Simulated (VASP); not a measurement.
# Ta2N (P-3m1) in VASP: single point with r2SCAN0

Aim: the single point of Ta2N with r2SCAN0.

Program: VASP 6.6.1. These are calculated values, not measurements. Logs are shortened: lines on timing, memory, paths and dates and some standing lists are left out, and cuts for length are marked.

**1. The cell of the first run**

It takes space group P-3m1 (No. 164, trigonal). The conventional cell has a = 3.113 Å, b = 3.113 Å, c = 4.870 Å, α = 90.00°, β = 90.00°, γ = 120.00°. Ta (site symmetry 3m) has 3 N at 2.18 Å and 12 Ta at 2.99 to 3.11 Å within 3.2 Å. N (site symmetry -3m) has 6 Ta at 2.18 Å within 2.9 Å.

**2. Single point, r2SCAN0**

POSCAR reads:

```
Ta2N
1.0
    3.1128615060      0.0000000000      0.0000000000
   -1.5564307530      2.6958171426      0.0000000000
    0.0000000000      0.0000000000      4.8698410000
Ta N
2 1
Direct
    0.3333333333      0.6666666667      0.2547110000
    0.6666666667      0.3333333333      0.7452890000
    0.0000000000      0.0000000000      0.0000000000
```

INCAR.step1 reads:

```
SYSTEM = Ta2N
  PREC = Accurate
  ENCUT = 520
  EDIFF = 1E-5
  ISMEAR = -1
  SIGMA = 0.05
  LREAL = .False.
  LASPH = .True.
  NELM = 100
  ALGO = Normal
  ISIF = 2
  LWAVE = .True.
  LCHARG = .False.
  GGA = PE
  NBANDS = 20
```

INCAR.step2 reads:

```
SYSTEM = Ta2N
  PREC = Accurate
  ENCUT = 520
  EDIFF = 1E-6
  ISMEAR = -1
  SIGMA = 0.05
  LREAL = .False.
  LASPH = .True.
  NELM = 100
  ALGO = Normal
  ISIF = 2
  LWAVE = .False.
  LCHARG = .False.
  METAGGA = R2SCAN
  LHFCALC = .True.
  AEXX = 0.25
  LMIXTAU = .True.
  PRECFOCK = Normal
  ISTART = 1
  NBANDS = 20
```

KPOINTS reads:

```
regular mesh
0
Gamma
  5 5 3
  0 0 0
```

Potentials or basis: VASP PAW PBE potentials, release 64 (Ta_pv, N).

On the command line:

```
cat potpaw_PBE.64/Ta_pv/POTCAR potpaw_PBE.64/N/POTCAR > POTCAR
cp INCAR.step1 INCAR
mpirun -np 1 vasp_std > vasp.out
cp INCAR.step2 INCAR
mpirun -np 1 vasp_std > vasp.out
```

OUTCAR:

```text
SYSTEM = Ta2N
   PREC = Accurate
   ENCUT = 520
   EDIFF = 1E-6
   ISMEAR = -1
   LREAL = .False.
   LASPH = .True.
   NELM = 100
   ISIF = 2
   METAGGA = R2SCAN
   LHFCALC = .True.
   AEXX = 0.25
   PRECFOCK = Normal
   ISTART = 1

 ion  position               nearest neighbor table
   1  0.333  0.667  0.255-   3 2.18   3 2.18   3 2.18   2 2.99   2 2.99   2 2.99   2 3.06   2 3.06
                             2 3.06
   2  0.667  0.333  0.745-   3 2.18   3 2.18   3 2.18   1 2.99   1 2.99   1 2.99   1 3.06   1 3.06
                             1 3.06
   3  0.000  0.000  0.000-   1 2.18   2 2.18   1 2.18   2 2.18   2 2.18   1 2.18

  LATTYP: Found a hexagonal cell.
 ALAT       =     3.1128615060
 C/A-ratio  =     1.5644258476

  Lattice vectors:

 A1 = (   3.1128615060,   0.0000000000,   0.0000000000)
 A2 = (  -1.5564307530,   2.6958171426,   0.0000000000)
 A3 = (   0.0000000000,   0.0000000000,   4.8698410000)

Analysis of symmetry for initial positions (statically):
=====================================================================
 Subroutine PRICEL returns:
 Original cell was already a primitive cell.

 Routine SETGRP: Setting up the symmetry group for a
 hexagonal supercell.

 Subroutine GETGRP returns: Found 12 space group operations
 (whereof 12 operations were pure point group operations)
 out of a pool of 24 trial point group operations.

The static configuration has the point symmetry D_3d.

Analysis of symmetry for dynamics (positions and initial velocities):
=====================================================================
 Subroutine PRICEL returns:
 Original cell was already a primitive cell.

 Routine SETGRP: Setting up the symmetry group for a
 hexagonal supercell.

 Subroutine GETGRP returns: Found 12 space group operations
 (whereof 12 operations were pure point group operations)
 out of a pool of 24 trial point group operations.

The dynamic configuration has the point symmetry D_3d.

 Subroutine INISYM returns: Found 12 space group operations
 (whereof 12 operations are pure point group operations),
 and found     1 'primitive' translations

----------------------------------------------------------------------------------------

                                     Primitive cell

  volume of cell :      40.8663

  direct lattice vectors                    reciprocal lattice vectors
     3.112861506  0.000000000  0.000000000     0.321247829  0.185472520  0.000000000
    -1.556430753  2.695817143  0.000000000     0.000000000  0.370945041  0.000000000
     0.000000000  0.000000000  4.869841000     0.000000000  0.000000000  0.205345513

  length of vectors
     3.112861506  3.112861506  4.869841000     0.370945041  0.370945041  0.205345513

  position of ions in fractional coordinates (direct lattice)
     0.333333333  0.666666667  0.254711000
     0.666666667  0.333333333  0.745289000
     0.000000000  0.000000000  0.000000000

  ion indices of the primitive-cell ions
   primitive index   ion index
                 1           1
                 2           2
                 3           3

----------------------------------------------------------------------------------------

 KPOINTS: regular mesh

Automatic generation of k-mesh.
 Grid dimensions read from file:
 generate k-points for:    5    5    3

 Generating k-lattice:

  Cartesian coordinates                     Fractional coordinates (reciprocal lattice)
     0.064249566  0.037094504  0.000000000     0.200000000  0.000000000  0.000000000
     0.000000000  0.074189008  0.000000000     0.000000000  0.200000000  0.000000000
     0.000000000  0.000000000  0.068448504     0.000000000  0.000000000  0.333333333

  Length of vectors
     0.074189008  0.074189008  0.068448504

  Shift w.r.t. Gamma in fractional coordinates (k-lattice)
     0.000000000  0.000000000  0.000000000

 Subroutine IBZKPT returns following result:
 ===========================================

 Found     12 irreducible k-points:

 Following reciprocal coordinates:
            Coordinates               Weight
  0.000000  0.000000  0.000000      1.000000
  0.200000 -0.000000  0.000000      6.000000
  0.400000 -0.000000  0.000000      6.000000
  0.200000  0.200000  0.000000      6.000000
  0.400000  0.200000  0.000000      6.000000
  0.000000  0.000000  0.333333      2.000000
  0.200000 -0.000000  0.333333      6.000000
  0.000000  0.200000  0.333333      6.000000
  0.400000 -0.000000  0.333333      6.000000
  0.000000  0.400000  0.333333      6.000000
  0.200000  0.200000  0.333333     12.000000
  0.400000  0.200000  0.333333     12.000000
   k-points           NKPTS =     12   k-points in BZ     NKDIM =     75   number of bands    NBANDS=     20
   number of dos      NEDOS =    301   number of ions     NIONS =      3
   total plane-waves  NPLWV =  20736
   dimension x,y,z NGX =    24 NGY =   24 NGZ =   36
   dimension x,y,z NGXF=    48 NGYF=   48 NGZF=   72
   ions per type =               2   1
   NGX,Y,Z   is equivalent  to a cutoff of  12.82, 12.82, 12.29 a.u.
   NGXF,Y,Z  is equivalent  to a cutoff of  25.63, 25.63, 24.58 a.u.
 SYSTEM =  Ta2N
   PREC   = accura    normal or accurate (medium, high low for compatibility)
   ISTART =      1    job   : 0-new  1-cont  2-samecut
   ICHARG =      0    charge: 1-file 2-atom 10-const
   ISPIN  =      1    spin polarized calculation?
   LNONCOLLINEAR =      F non collinear calculations
   LSORBIT =      F    spin-orbit coupling
   LASPH  =      T    aspherical Exc in radial PAW
   ENCUT  =  520.0 eV  38.22 Ry    6.18 a.u.   5.79  5.79  9.05*2*pi/ulx,y,z
   NELM   =    100;   NELMIN=  2; NELMDL=  0     # of ELM steps
   EDIFF  = 0.1E-05   stopping-criterion for ELM
   LREAL  =      F    real-space projection
   EDIFFG = 0.1E-04   stopping-criterion for IOM
   NSW    =      0    number of steps for IOM
   IBRION =     -1    ionic relax: 0-MD 1-quasi-New 2-CG
   NFREE  =      0    steps in history (QN), initial steepest desc. (CG)
   ISIF   =      2    stress and relaxation
   ISYM   =      3    0-nonsym 1-usesym 2-fastsym
   POTIM  = 0.5000    time-step for ionic-motion
   TEBEG  =    0.0;   TEEND  =   0.0 temperature during run
   PSTRESS=    0.0 pullay stress
   NELECT =      27.0000    total number of electrons
   NUPDOWN=      -1.0000    fix difference up-down
   EMIN   =  10.00;   EMAX   =-10.00  energy-range for DOS
   EFERMI =   0.00;   METHOD = LEGACY
   ISMEAR =    -1;   SIGMA  =   0.05  broadening in eV -4-tet -1-fermi 0-gaus
   EFERMI_NEDOS =   21; number of points for ismear=-14 and -15
   IALGO  =     38    algorithm
   IMIX   =      1    mixing-type and parameters
     AMIX     =   0.40;   BMIX     =  1.00
     AMIX_MAG =   1.60;   BMIX_MAG =  1.00
  volume/ion in A,a.u.               =      13.62        91.93
  Fermi-wavevector in a.u.,A,eV,Ry     =   1.425852  2.694469 27.661374  2.033054
  Thomas-Fermi vector in A             =   2.546192
   LORBIT       =      0    0 simple, 1 ext, 2 COOP (PROOUT), +10 PAW based schemes
   METAGGA = R2SCAN    functional components
   LHFCALC =     T    Hartree Fock is set to
   PRECFOCK=normal    Normal, Fast or Accurate (Low or Medium for compatibility)
   ENCUT4O =  -1.0   cutoff for four orbital integrals eV
   NKREDX  =     1    reduce k-point grid by
   NKREDY  =     1    reduce k-point grid by
   NKREDZ  =     1    reduce k-point grid by
   AEXX    =    0.2500 exact exchange contribution
   HFSCREEN=    0.0000 screening length (either q_TF or 0.3 A-1)
   HFSCREENC=   0.0000 screening length for correlation (either q_TF or 0.3 A-1)
   ENCUTFOCK=  -1.0 apply spherical cutoff to Coloumb kernel
   IVDW    =     0    specifies the selected vdW correction
   LEPSILON=     F    determine dielectric tensor
   LRPA    =     F    only Hartree local field effects (RPA)
 non-spin polarized calculation
  energy-cutoff  :      520.00
  volume of cell :       40.87
 maximum number of plane-waves:      1108
 NGX is ok and might be reduce to    24
  NGX = 18; NGY = 18; NGZ = 28

 number of electron      26.9999996 magnetization

 Free energy of the ion-electron system (eV)
  ---------------------------------------------------
  ext. energy  EPLUGINS =         0.00000000
  ---------------------------------------------------
  free energy    TOTEN  =       -99.70372347 eV

  energy without entropy =      -99.69894973  energy(sigma->0) =      -99.70133660

 E-fermi :   7.3165     XC(G=0): -10.7761

 val. band max:        7.2598734166   @ k =   0.0000   0.4000   0.3333
 cond. band min:       7.9702952470   @ k =   0.2000  -0.0000   0.0000
 fundamental gap:      0.7104218304
 Fermi energy:         7.3165107120

 k-point     1 :       0.0000    0.0000    0.0000
  band No.  band energies     occupation
      1     -32.3096      2.00000
      2     -31.4503      2.00000
      3     -31.4503      2.00000
      4     -31.3187      2.00000
      5     -31.3187      2.00000
      6     -31.1827      2.00000
[... 12 lines left out ...]
     19       9.3688      0.00000
     20      13.3821      0.00000

 k-point     2 :       0.2000   -0.0000    0.0000
  band No.  band energies     occupation
      1     -32.1740      2.00000
      2     -31.7092      2.00000
      3     -31.5570      2.00000
      4     -31.5367      2.00000
      5     -31.3388      2.00000
      6     -31.2349      2.00000
[... 12 lines left out ...]
     19      12.0770      0.00000
     20      13.2129      0.00000

 k-point     3 :       0.4000   -0.0000    0.0000
  band No.  band energies     occupation
      1     -32.1321      2.00000
      2     -31.9023      2.00000
      3     -31.8747      2.00000
      4     -31.6569      2.00000
      5     -31.3946      2.00000
      6     -31.3859      2.00000
[... 12 lines left out ...]
     19      12.8924      0.00000
     20      13.4843      0.00000

 k-point     4 :       0.2000    0.2000    0.0000
  band No.  band energies     occupation
      1     -31.9818      2.00000
      2     -31.9194      2.00000
      3     -31.8764      2.00000
      4     -31.6070      2.00000
      5     -31.4736      2.00000
      6     -31.3470      2.00000
[... 12 lines left out ...]
     19      13.6436      0.00000
     20      13.8969      0.00000

 k-point     5 :       0.4000    0.2000    0.0000
  band No.  band energies     occupation
      1     -32.1347      2.00000
      2     -31.8891      2.00000
      3     -31.7925      2.00000
      4     -31.7232      2.00000
      5     -31.5569      2.00000
      6     -31.5044      2.00000
[... 12 lines left out ...]
     19      12.7868      0.00000
     20      14.7728      0.00000

 k-point     6 :       0.0000    0.0000    0.3333
  band No.  band energies     occupation
      1     -32.0477      2.00000
      2     -31.4829      2.00000
      3     -31.4185      2.00000
      4     -31.4185      2.00000
      5     -31.3493      2.00000
      6     -31.3493      2.00000
[... 12 lines left out ...]
     19      10.8214      0.00000
     20      10.9539      0.00000

 k-point     7 :       0.2000   -0.0000    0.3333
  band No.  band energies     occupation
      1     -32.0201      2.00000
      2     -31.7455      2.00000
      3     -31.5796      2.00000
      4     -31.4979      2.00000
      5     -31.3790      2.00000
      6     -31.3473      2.00000
[... 12 lines left out ...]
     19      11.6532      0.00000
     20      12.4384      0.00000

 k-point     8 :       0.0000    0.2000    0.3333
  band No.  band energies     occupation
      1     -32.0446      2.00000
      2     -31.7091      2.00000
      3     -31.5772      2.00000
      4     -31.4779      2.00000
      5     -31.3978      2.00000
      6     -31.3605      2.00000
[... 12 lines left out ...]
     19      11.7733      0.00000
     20      13.2638      0.00000

 k-point     9 :       0.4000   -0.0000    0.3333
  band No.  band energies     occupation
      1     -32.1905      2.00000
      2     -32.1090      2.00000
      3     -31.6148      2.00000
      4     -31.5954      2.00000
      5     -31.4507      2.00000
      6     -31.3778      2.00000
[... 12 lines left out ...]
     19      13.7910      0.00000
     20      14.0983      0.00000

 k-point    10 :       0.0000    0.4000    0.3333
  band No.  band energies     occupation
      1     -32.2408      2.00000
      2     -32.0593      2.00000
      3     -31.5899      2.00000
      4     -31.5870      2.00000
      5     -31.4592      2.00000
      6     -31.3992      2.00000
[... 12 lines left out ...]
     19      12.7653      0.00000
     20      14.8906      0.00000

 k-point    11 :       0.2000    0.2000    0.3333
  band No.  band energies     occupation
      1     -32.0924      2.00000
      2     -31.9910      2.00000
      3     -31.6583      2.00000
      4     -31.6157      2.00000
      5     -31.5030      2.00000
      6     -31.3404      2.00000
[... 12 lines left out ...]
     19      12.7108      0.00000
     20      14.0221      0.00000

 k-point    12 :       0.4000    0.2000    0.3333
  band No.  band energies     occupation
      1     -32.1716      2.00000
      2     -32.0678      2.00000
      3     -31.8319      2.00000
      4     -31.6715      2.00000
      5     -31.4674      2.00000
      6     -31.3747      2.00000
[... 12 lines left out ...]
     19      13.6132      0.00000
     20      14.2992      0.00000

------------------------ aborting loop because EDIFF is reached ----------------------------------------

  FORCE on cell =-STRESS in cart. coord.  units (eV):
  Direction    XX          YY          ZZ          XY          YZ          ZX
  --------------------------------------------------------------------------------------
  -------------------------------------------------------------------------------------
  Total       -3.3136446     -3.3136446     -0.9144091      0.0000000      0.0000000      0.0000000
  in kB     -129.9126663   -129.9126663    -35.8497493      0.0000000      0.0000000      0.0000000
  external PRESSURE =     -98.5583607 kB  Pullay stress =       0.0000000 kB

 VOLUME and BASIS-vectors are now :
 -----------------------------------------------------------------------------
  energy-cutoff  :      520.00
  volume of cell :       40.87
      direct lattice vectors                 reciprocal lattice vectors
     3.112861506  0.000000000  0.000000000     0.321247829  0.185472520  0.000000000
    -1.556430753  2.695817143  0.000000000     0.000000000  0.370945041  0.000000000
     0.000000000  0.000000000  4.869841000     0.000000000  0.000000000  0.205345513

 POSITION                                       TOTAL-FORCE (eV/Angst)
 -----------------------------------------------------------------------------------
     -0.00000      1.79721      1.24040         0.000000      0.000000     -0.730660
      1.55643      0.89861      3.62944        -0.000000      0.000000      0.730660
      0.00000      0.00000      0.00000        -0.000000      0.000000      0.000000
 -----------------------------------------------------------------------------------
    total drift:                                0.000000      0.000000     -0.000000

  FREE ENERGIE OF THE ION-ELECTRON SYSTEM (eV)
  ---------------------------------------------------
  free  energy   TOTEN  =       -99.7037234686 eV

  energy  without entropy=      -99.6989497312  energy(sigma->0) =      -99.70133660
```

It took 16 min on 1 thread of AMD EPYC 9R45 (Zen 5), shared host; peak memory 0.14 GiB.

Results:

```
Free energy            : -99.7037 eV
Pressure               : -9.9 GPa
Largest force          : 0.731 eV/Å
Band gap on the k mesh : zero (an odd number of electrons rules out a gap without spin polarisation)
```

Forces in eV/Å, atoms in the order of the input:
```
Ta   0.000  0.000 -0.731
Ta   0.000  0.000  0.731
N    0.000  0.000  0.000
```

Levels at points of the mesh, in eV from the Fermi level:
```csv
k point,band 10,band 11,band 12,band 13,band 14,band 15,band 16,band 17
"(0.00, 0.00, 0.00)",-7.45,-6.42,-0.79,-0.23,-0.23,0.77,1.14,1.14
```

Caveat: the k points lie up to 0.47 Å⁻¹ apart, too coarse for converged energies and pressures of a metal; the PAW data sets were made with another functional, which shifts forces and pressure a little; spin-orbit coupling is left out, which moves the levels of the heavy elements.
